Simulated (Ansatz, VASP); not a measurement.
**AlNi: VASP beside Ansatz**

The input INCAR:

```
PREC = Accurate
ENCUT = 520
EDIFF = 1E-6
ISMEAR = 0
SIGMA = 0.15
LREAL = F
LASPH = T
NELM = 60
ALGO = Fast
ISIF = 2
LWAVE = F
LCHARG = F
GGA = PS
NBANDS = 21
```

Contents of KPOINTS:

```
regular mesh
0
Gamma
  12 12 6
```

The input POSCAR:

```
AlNi
1.0
    2.8621655516      0.0000000000      0.0000000000
    0.0000000000      2.8621655516      0.0000000000
    0.0000000000      0.0000000000      5.7243311031
Al Ni
2 2
Direct
   -0.0014220541     -0.0116965054      0.4971350796
    0.0042661624      0.0350895162      0.0085947612
    0.4985779459      0.4883034946      0.2471350796
    0.4985779459      0.4883034946      0.7471350796
```

Input for Ansatz:

```yaml
crystal:
  lattice:
    - [2.8621655516, 0.0, 0.0]
    - [0.0, 2.8621655516, 0.0]
    - [0.0, 0.0, 5.7243311031]
  atoms:
    - { symbol: Al, position: [-0.0014220541, -0.0116965054, 0.4971350796] }
    - { symbol: Al, position: [0.0042661624, 0.0350895162, 0.0085947612] }
    - { symbol: Ni, position: [0.4985779459, 0.4883034946, 0.2471350796] }
    - { symbol: Ni, position: [0.4985779459, 0.4883034946, 0.7471350796] }
basis:
  ecutwfc: 420
kpoints:
  mp_grid: { grid: [12, 12, 6] }
hamiltonian:
  xc: pbesol
scf:
  occupations: { method: gaussian, width: 0.15 }
output:
  forces: true
  stress: true
  eigenvalues: true
```

Change from the starting cell: atom 2 moved 0.15 Å.

Alike in both runs: task single point; functional PBEsol; k mesh 12 × 12 × 6; occupations gaussian, width 0.15 eV; no spin polarisation.

```csv
,VASP,Ansatz
version,VASP 6.6.1,Ansatz 0.2.0
potentials or method,"VASP PAW PBE potentials, release 64 (Al, Ni), cutoff 520 eV","scalar-relativistic, plane waves, PAW"
valence electrons in the cell,26,42
```

```tsv
	VASP	Ansatz	Ansatz less VASP
gap on the k mesh at the Fermi level (eV)	none	none	-
pressure (GPa)	1.1	0.9	-0.17
traceless stress, the component that is largest in VASP (GPa)	0.63	0.63	-0.001
rms of the force components (eV/Å)	0.394	0.393	-0.0014
```

VASP's potentials were made for PBE, not for PBEsol. Atom by atom the forces differ by 0.002 eV/Å (rms over components). A gap of «none» marks a metal or a gap that the smearing closes. With one functional, cell and mesh, what is left measures potentials, basis and numerics. VASP's potentials hold 26 valence electrons a cell and Ansatz's 42, so a difference there can come from the potentials and not from the codes.
